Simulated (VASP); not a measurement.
Runs of VASP 6.6.1 on LiCl. The structure is that of space group I4/mmm (No. 139), or close to it. The cells are those of the table. 

| cell | gap on the mesh (eV) |
| --- | --- |
| a = 3.632, b = 3.632, c = 3.808 Å, angles 58.4, 58.4, 63.2°, 2 atoms | (b) |
| a = 3.719, b = 3.719, c = 3.808 Å, angles 59.2, 59.2, 61.6°, 2 atoms | 5.78 |
| a = 3.628, b = 3.628, c = 3.718 Å, angles 59.2, 59.2, 61.6°, 2 atoms | (a) |
| a = 3.584, b = 3.584, c = 3.718 Å, angles 58.8, 58.8, 62.5°, 2 atoms | 6.28 |
| a = 3.675, b = 3.675, c = 3.536 Å, angles 61.2, 61.2, 57.5°, 2 atoms | 6.26 |
| a = 3.675, b = 3.675, c = 3.808 Å, angles 58.8, 58.8, 62.4°, 2 atoms | 5.89 |

Alike in all rows: task single point; level PBE; potentials or basis VASP PAW PBE potentials, release 64 (Li_sv, Cl); no spin polarisation; k mesh 8 × 8 × 8; cutoff (eV) 520; smearing gaussian 0.05 eV.

Task: Estimate the missing entries.

Result: (a) 6.16; (b) 6.00.

A k mesh can miss the band edges.
